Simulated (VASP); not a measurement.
Wanted: the native input for a VASP 6.6.1 run.

```yaml
Task: single point
Functional: PBE
Potentials_or_basis: VASP PAW PBE potentials, release 64 (Ni, Al)
Cutoff: 520 eV
k_mesh: 8 × 8 × 8
Occupations: gaussian, width 0.027 eV
Spin: collinear spin, ferromagnetic start
Starting_moments: "[1.0, 1.0, 1.0, 0.0] μB"
Dipole_correction: no
Further_INCAR_settings: ALGO = Normal; EDIFF = 1e-06; NBANDS = 28
```

The structure of AlNi3 lies in POSCAR:

```
AlNi3
1.0
    3.5230547267      0.0000000000      0.0000000000
    0.0000000000      3.5230547267      0.0000000000
    0.0000000000      0.0000000000      3.5230547267
Ni Al
3 1
Direct
    0.5000000000      0.5000000000      0.0000000000
    0.5000000000      0.0000000000      0.5000000000
    0.0000000000      0.5000000000      0.5000000000
    0.0000000000      0.0000000000      0.0000000000
```

The input as run:

INCAR

```
PREC     = Accurate       # precision mode
ENCUT    = 520            # plane-wave cutoff, eV
EDIFF    = 1E-6           # SCF threshold, eV
ISMEAR   = 0              # smearing method
SIGMA    = 0.027000000000000003 # smearing width, eV
LREAL    = False          # projectors in reciprocal space
LASPH    = True           # aspherical terms in the spheres
NELM     = 150            # most SCF steps
ALGO     = Normal         # electronic algorithm
ISIF     = 2              # what is computed and relaxed
LWAVE    = False          # write WAVECAR
LCHARG   = False          # write CHGCAR
ISPIN    = 2              # spin polarisation
MAGMOM   = 1 1 1 0        # initial moments
LORBIT   = 11             # projections on sites
LMAXMIX  = 4              # l up to which the mixer works
GGA      = PE             # functional
NBANDS   = 28             # bands
```

KPOINTS

```
Automatic mesh
0
Gamma
  8 8 8
```

Potentials or basis: VASP PAW PBE potentials, release 64 (Ni, Al).

Launch:

```bash
$ cat potpaw_PBE.64/Ni/POTCAR potpaw_PBE.64/Al/POTCAR > POTCAR
$ mpirun -np 1 vasp_std > vasp.out
```

It gave:

* Pressure: 7.4 GPa
* Net moment: 0.75 μB per cell
* Site moments: Ni +0.27; Al -0.01 μB
* Valence electrons inside the program's atomic spheres: Ni 9.45; Al 0.82

Caveat: the cell stands under pressure.

It took 32 s on 1 thread of Intel(R) Xeon(R) 6975P-C (Granite Rapids), with other jobs on the host, peak memory 0.21 GiB.
